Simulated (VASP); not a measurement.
# NaI (P1) in VASP: single point with PBE

Aim: the single point of NaI with PBE.

All numbers are computed with VASP 6.6.1; they aren't measurements. Logs are shortened: lines on timing, memory, paths and dates and some standing lists are left out, and cuts for length are marked.

**1. The cell of the first run**

The typed cell holds 2 atoms: a = 4.367 Å, b = 4.525 Å, c = 4.490 Å, α = 60.62°, β = 60.30°, γ = 59.91°.

**2. Single point, PBE (atoms moved at random and the cell strained at random)**

File INCAR:

```
PREC = Accurate
ENCUT = 520
EDIFF = 1E-7
ISMEAR = 0
SIGMA = 0.02
LREAL = False
LASPH = True
NELM = 80
ALGO = Normal
ISIF = 2
LWAVE = False
LCHARG = False
GGA = PE
NBANDS = 14
```

File KPOINTS:

```
regular mesh
0
Gamma
  6 6 6
```

File POSCAR:

```
NaI
1.0
    0.0441444960      3.0725087040      3.1028985000
    3.2043920040     -0.0474779880      3.1945209840
    3.1947475320      3.1544867160     -0.0378335160
Na I
1 1
Direct
    0.0195216908     -0.0197287109     -0.0094982079
    0.4804783092      0.5197287109      0.5094982079
```

Potentials or basis: VASP PAW PBE potentials, release 64 (Na_pv, I).

Command:

```sh
> cat potpaw_PBE.64/Na_pv/POTCAR potpaw_PBE.64/I/POTCAR > POTCAR
> mpirun -np 1 vasp_std > vasp.out
```

OUTCAR:

```text
PREC = Accurate
   ENCUT = 520
   EDIFF = 1E-7
   ISMEAR = 0
   LREAL = False
   LASPH = True
   NELM = 80
   ISIF = 2
   GGA = PE

 ion  position               nearest neighbor table
   1  0.020  0.980  0.991-   2 2.99   2 3.08   2 3.17
   2  0.480  0.520  0.509-   1 2.99   1 3.08   1 3.17

  Warning from LATTYP: Got some problem with cell dimensions!
  Tried to take original basis but could not verify dimensions!
  LATTYP: Found a triclinic cell.
 ALAT       =     7.8143526673
 B/A-ratio  =     0.5822378262
 C/A-ratio  =     1.7093251700
 COS(alpha) =     0.0009436121
 COS(beta)  =     0.4711799938
 COS(gamma) =     0.8724097031

  Lattice vectors:

 A1 = (  -3.1698919800,   6.3219513960,  -3.3239769840)
 A2 = (  -0.0096444720,   3.2019647040,  -3.2323545000)
 A3 = ( -12.6658455840,   3.0035086560,   2.9953205640)

Analysis of symmetry for initial positions (statically):
=====================================================================
 Subroutine PRICEL returns:
 Original cell was already a primitive cell.

 Routine SETGRP: Setting up the symmetry group for a
 triclinic supercell.

 Subroutine GETGRP returns: Found  1 space group operations
 (whereof  1 operations were pure point group operations)
 out of a pool of  2 trial point group operations.

The static configuration has the point symmetry C_1 .

Analysis of symmetry for dynamics (positions and initial velocities):
=====================================================================
 Subroutine PRICEL returns:
 Original cell was already a primitive cell.

 Routine SETGRP: Setting up the symmetry group for a
 triclinic supercell.

 Subroutine GETGRP returns: Found  1 space group operations
 (whereof  1 operations were pure point group operations)
 out of a pool of  2 trial point group operations.

The dynamic configuration has the point symmetry C_1 .

 Subroutine INISYM returns: Found  1 space group operations
 (whereof  1 operations are pure point group operations),
 and found     1 'primitive' translations

----------------------------------------------------------------------------------------

                                     Primitive cell

  volume of cell :      63.1202

  direct lattice vectors                    reciprocal lattice vectors
     0.044144496  3.072508704  3.102898500    -0.159620518  0.163607256  0.162545326
     3.204392004 -0.047477988  3.194520984     0.156911688 -0.157075686  0.153304926
     3.194747532  3.154486716 -0.037833516     0.157834008  0.155289176 -0.156013756

  length of vectors
     4.366948314  4.524969237  4.489836256     0.280476429  0.269808171  0.270862685

  position of ions in fractional coordinates (direct lattice)
     0.019521691  0.980271289  0.990501792
     0.480478309  0.519728711  0.509498208

  ion indices of the primitive-cell ions
   primitive index   ion index
                 1           1
                 2           2

----------------------------------------------------------------------------------------

 KPOINTS: regular mesh

Automatic generation of k-mesh.
 Grid dimensions read from file:
 generate k-points for:    6    6    6

 Generating k-lattice:

  Cartesian coordinates                     Fractional coordinates (reciprocal lattice)
    -0.026603420  0.027267876  0.027090888     0.166666667  0.000000000 -0.000000000
     0.026151948 -0.026179281  0.025550821    -0.000000000  0.166666667  0.000000000
     0.026305668  0.025881529 -0.026002293    -0.000000000  0.000000000  0.166666667

  Length of vectors
     0.046746071  0.044968029  0.045143781

  Shift w.r.t. Gamma in fractional coordinates (k-lattice)
     0.000000000  0.000000000  0.000000000

 Subroutine IBZKPT returns following result:
 ===========================================

 Found    112 irreducible k-points:

 Following reciprocal coordinates:
            Coordinates               Weight
  0.000000  0.000000  0.000000      1.000000
  0.166667  0.000000  0.000000      2.000000
  0.333333  0.000000  0.000000      2.000000
  0.500000  0.000000  0.000000      1.000000
  0.000000  0.166667 -0.000000      2.000000
  0.166667  0.166667  0.000000      2.000000
[... 16 lines left out ...]
  0.333333  0.000000  0.166667      2.000000
  0.500000 -0.000000  0.166667      2.000000
 [... further k-points ...]
   k-points           NKPTS =    112   k-points in BZ     NKDIM =    112   number of bands    NBANDS=     14
   number of dos      NEDOS =    301   number of ions     NIONS =      2
   total plane-waves  NPLWV =  41472
   dimension x,y,z NGX =    32 NGY =   36 NGZ =   36
   dimension x,y,z NGXF=    64 NGYF=   72 NGZF=   72
   ions per type =               1   1
   NGX,Y,Z   is equivalent  to a cutoff of  12.18, 13.23, 13.33 a.u.
   NGXF,Y,Z  is equivalent  to a cutoff of  24.36, 26.45, 26.66 a.u.
 SYSTEM =  unknown system
   PREC   = accura    normal or accurate (medium, high low for compatibility)
   ISTART =      0    job   : 0-new  1-cont  2-samecut
   ICHARG =      2    charge: 1-file 2-atom 10-const
   ISPIN  =      1    spin polarized calculation?
   LNONCOLLINEAR =      F non collinear calculations
   LSORBIT =      F    spin-orbit coupling
   LASPH  =      T    aspherical Exc in radial PAW
   ENCUT  =  520.0 eV  38.22 Ry    6.18 a.u.   8.12  8.41  8.35*2*pi/ulx,y,z
   NELM   =     80;   NELMIN=  2; NELMDL= -5     # of ELM steps
   EDIFF  = 0.1E-06   stopping-criterion for ELM
   LREAL  =      F    real-space projection
   EDIFFG = 0.1E-05   stopping-criterion for IOM
   NSW    =      0    number of steps for IOM
   IBRION =     -1    ionic relax: 0-MD 1-quasi-New 2-CG
   NFREE  =      0    steps in history (QN), initial steepest desc. (CG)
   ISIF   =      2    stress and relaxation
   ISYM   =      2    0-nonsym 1-usesym 2-fastsym
   POTIM  = 0.5000    time-step for ionic-motion
   TEBEG  =    0.0;   TEEND  =   0.0 temperature during run
   PSTRESS=    0.0 pullay stress
   NELECT =      14.0000    total number of electrons
   NUPDOWN=      -1.0000    fix difference up-down
   EMIN   =  10.00;   EMAX   =-10.00  energy-range for DOS
   EFERMI =   0.00;   METHOD = LEGACY
   ISMEAR =     0;   SIGMA  =   0.02  broadening in eV -4-tet -1-fermi 0-gaus
   EFERMI_NEDOS =   21; number of points for ismear=-14 and -15
   IALGO  =     38    algorithm
   IMIX   =      4    mixing-type and parameters
     AMIX     =   0.40;   BMIX     =  1.00
     AMIX_MAG =   1.60;   BMIX_MAG =  1.00
  volume/ion in A,a.u.               =      31.56       212.98
  Fermi-wavevector in a.u.,A,eV,Ry     =   0.990972  1.872666 13.361269  0.982026
  Thomas-Fermi vector in A             =   2.122680
   LORBIT       =      0    0 simple, 1 ext, 2 COOP (PROOUT), +10 PAW based schemes
   GGA     = PE    functional components
   LHFCALC =     F    Hartree Fock is set to
   AEXX    =    0.0000 exact exchange contribution
   IVDW    =     0    specifies the selected vdW correction
   LEPSILON=     F    determine dielectric tensor
   LRPA    =     F    only Hartree local field effects (RPA)
 non-spin polarized calculation
 Gauss-broadening in eV      SIGMA  =   0.02
  energy-cutoff  :      520.00
  volume of cell :       63.12
 maximum number of plane-waves:      1723
   NGX = 17   NGY = 17   NGZ = 17

 number of electron      13.9999998 magnetization

 Free energy of the ion-electron system (eV)
  ---------------------------------------------------
  ext. energy  EPLUGINS =         0.00000000
  ---------------------------------------------------
  free energy    TOTEN  =        -5.32455274 eV

  energy without entropy =       -5.32455274  energy(sigma->0) =       -5.32455274

 E-fermi :   1.6351     XC(G=0):  -7.9908

 val. band max:        1.4444301590   @ k =   0.0000   0.0000   0.0000
 cond. band min:       5.1662447132   @ k =   0.0000   0.0000   0.0000
 fundamental gap:      3.7218145542
 Fermi energy:         1.6351440855

 k-point     1 :       0.0000    0.0000    0.0000
  band No.  band energies     occupation
      1     -21.0377      2.00000
      2     -21.0355      2.00000
      3     -21.0327      2.00000
      4      -9.8893      2.00000
      5       1.2277      2.00000
      6       1.3006      2.00000
      7       1.4444      2.00000
      8       5.1662      0.00000
      9       9.0263      0.00000
     10       9.1954      0.00000
     11       9.5808      0.00000
     12      11.1689      0.00000
     13      11.2921      0.00000
     14      11.7829      0.00000

 k-point     2 :       0.1667    0.0000    0.0000
  band No.  band energies     occupation
      1     -21.0397      2.00000
      2     -21.0358      2.00000
      3     -21.0328      2.00000
      4      -9.7908      2.00000
      5       0.5856      2.00000
      6       1.1381      2.00000
      7       1.2035      2.00000
      8       6.0071      0.00000
      9       8.9456      0.00000
     10       9.2921      0.00000
     11       9.4634      0.00000
     12      10.5748      0.00000
     13      10.6696      0.00000
     14      12.3479      0.00000

 k-point     3 :       0.3333    0.0000    0.0000
  band No.  band energies     occupation
      1     -21.0438      2.00000
      2     -21.0363      2.00000
      3     -21.0330      2.00000
      4      -9.5788      2.00000
      5      -0.5992      2.00000
      6       0.9703      2.00000
      7       1.0087      2.00000
      8       6.4431      0.00000
      9       8.8916      0.00000
     10       9.0169      0.00000
     11       9.8072      0.00000
     12      11.5439      0.00000
     13      11.6288      0.00000
     14      11.9009      0.00000
[... 324 lines left out ...]
 k-point    23 :       0.3333    0.0000    0.1667
  band No.  band energies     occupation
      1     -21.0422      2.00000
      2     -21.0370      2.00000
      3     -21.0336      2.00000
      4      -9.5943      2.00000
      5      -0.3147      2.00000
      6       0.8095      2.00000
      7       0.8527      2.00000
      8       6.9248      0.00000
      9       8.1768      0.00000
     10       8.6320      0.00000
     11       9.8503      0.00000
     12      11.3046      0.00000
     13      12.3850      0.00000
     14      13.1477      0.00000

 k-point    24 :       0.5000   -0.0000    0.1667
  band No.  band energies     occupation
      1     -21.0448      2.00000
      2     -21.0371      2.00000
      3     -21.0339      2.00000
      4      -9.4478      2.00000
      5      -0.8809      2.00000
      6       0.5228      2.00000
      7       0.7643      2.00000
      8       6.9141      0.00000
      9       8.0245      0.00000
     10       9.2848      0.00000
     11       9.9343      0.00000
     12      12.2804      0.00000
     13      13.3443      0.00000
     14      14.0122      0.00000

 [... further k-points ...]

------------------------ aborting loop because EDIFF is reached ----------------------------------------

  FORCE on cell =-STRESS in cart. coord.  units (eV):
  Direction    XX          YY          ZZ          XY          YZ          ZX
  --------------------------------------------------------------------------------------
  -------------------------------------------------------------------------------------
  Total        0.9690373      0.8662477      0.6865280      0.0035312      0.1248077     -0.0455648
  in kB       24.5970352     21.9879301     17.4261117      0.0896323      3.1679888     -1.1565687
  external PRESSURE =      21.3370257 kB  Pullay stress =       0.0000000 kB

 VOLUME and BASIS-vectors are now :
 -----------------------------------------------------------------------------
  energy-cutoff  :      520.00
  volume of cell :       63.12
      direct lattice vectors                 reciprocal lattice vectors
     0.044144496  3.072508704  3.102898500    -0.159620518  0.163607256  0.162545326
     3.204392004 -0.047477988  3.194520984     0.156911688 -0.157075686  0.153304926
     3.194747532  3.154486716 -0.037833516     0.157834008  0.155289176 -0.156013756

 POSITION                                       TOTAL-FORCE (eV/Angst)
 -----------------------------------------------------------------------------------
      6.30644      3.13796      3.15460         0.242161     -0.084175      0.011524
      3.31434      3.05880      3.13188        -0.242161      0.084175     -0.011524
 -----------------------------------------------------------------------------------
    total drift:                                0.000003      0.000293      0.000081

  FREE ENERGIE OF THE ION-ELECTRON SYSTEM (eV)
  ---------------------------------------------------
  free  energy   TOTEN  =        -5.3245527381 eV

  energy  without entropy=       -5.3245527381  energy(sigma->0) =       -5.32455274
```

Run time: 2.3 min. Hardware: 1 thread of Intel Xeon 8259CL, shared host; peak memory 0.26 GiB.

Results:

```yaml
Free_energy: -5.3246 eV
Pressure: 2.1 GPa
Largest_force: 0.257 eV/Å
Band_gap_on_the_k_mesh: 3.72 eV
```

Forces in eV/Å, atoms in the order of the input:
```
Na   0.242 -0.084  0.012
I   -0.242  0.084 -0.012
```

Levels at points of the mesh, in eV from the valence-band top:
```
           k point  band 3  band 4  band 5  band 6  band 7  band 8  band 9  band 10  band 11  band 12
(0.00, 0.00, 0.00)  -22.48  -11.33   -0.22   -0.14    0.00    3.72    7.58     7.75     8.14     9.72
(0.50, 0.00, 0.00)  -22.48  -10.91   -2.53   -0.55   -0.52    4.90    7.17     7.30     9.15    10.42
(0.00, 0.50, 0.00)  -22.48  -10.97   -2.58   -0.44   -0.32    5.07    7.38     7.65     9.07    10.36
(0.50, 0.50, 0.00)  -22.48  -10.85   -2.26   -1.01   -0.91    4.44    5.31    10.14    11.47    11.74
(0.00, 0.00, 0.50)  -22.48  -10.96   -2.58   -0.46   -0.33    5.04    7.31     7.68     9.09    10.35
(0.50, 0.00, 0.50)  -22.48  -10.84   -2.26   -1.04   -0.92    4.42    5.29    10.21    11.50    11.68
(0.00, 0.50, 0.50)  -22.48  -10.86   -2.27   -1.08   -0.80    4.41    5.35    10.15    11.53    11.70
(0.50, 0.50, 0.50)  -22.48  -10.94   -2.56   -0.50   -0.42    4.97    7.25     7.50     9.13    10.35
```

Caveat: the cell differs from its parent crystal (atoms moved at random and the cell strained at random); spin-orbit coupling is left out, which moves the levels of the heavy elements.
